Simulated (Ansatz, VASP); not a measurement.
**One calculation of MgO2, two programs**

```xyz
12
Lattice="4.7853 0.0000 0.0000 0.0000 4.7853 0.0000 0.0000 0.0000 4.7853" Properties=species:S:1:pos:R:3 pbc="T T T"
Mg    0.0000    2.3927    2.3927
Mg    2.3927    2.3927    0.0000
Mg    2.3927    0.0000    2.3927
Mg    0.0000    0.0000    0.0000
O     1.9651    0.4276    4.3578
O     0.4276    4.3578    1.9651
O     4.3578    1.9651    0.4276
O     2.8202    2.8202    2.8202
O     1.9651    1.9651    1.9651
O     0.4276    2.8202    4.3578
O     4.3578    0.4276    2.8202
O     2.8202    4.3578    0.4276
```

Alike in both runs: functional r2SCAN; k mesh 6 × 6 × 6; occupations gaussian, width 0.02 eV; no spin polarisation.

Ansatz relaxed the structure, and its values are those at the end. VASP's run is a single point on that final structure, the one shown.

|  | VASP | Ansatz |
| --- | --- | --- |
| version | VASP 6.6.1 | Ansatz 0.2.0 |
| potentials or method | VASP PAW PBE potentials, release 64 (Mg, O), cutoff 520 eV | scalar-relativistic, plane waves, PAW |
| valence electrons in the cell | 56 | 88 |

```csv
,VASP,Ansatz,Ansatz less VASP
gap on the k mesh at the Fermi level (eV),4.79,4.82,+0.036
least direct gap on the mesh (eV),4.93,4.97,+0.035
pressure (GPa),4.4,4.6,+0.24
rms of the force components (eV/Å),0.132,0.001,-0.1313
```

VASP's potentials were made for PBE, not for r2SCAN. One of these differences is far larger than is usual between the two programs; its cause wasn't traced. The functional is the same, so the differences come from potentials, cutoffs and numerics. VASP's potentials hold 56 valence electrons a cell and Ansatz's 88, so a difference there can come from the potentials and not from the codes. Ansatz's warnings: stress scf threshold loose.
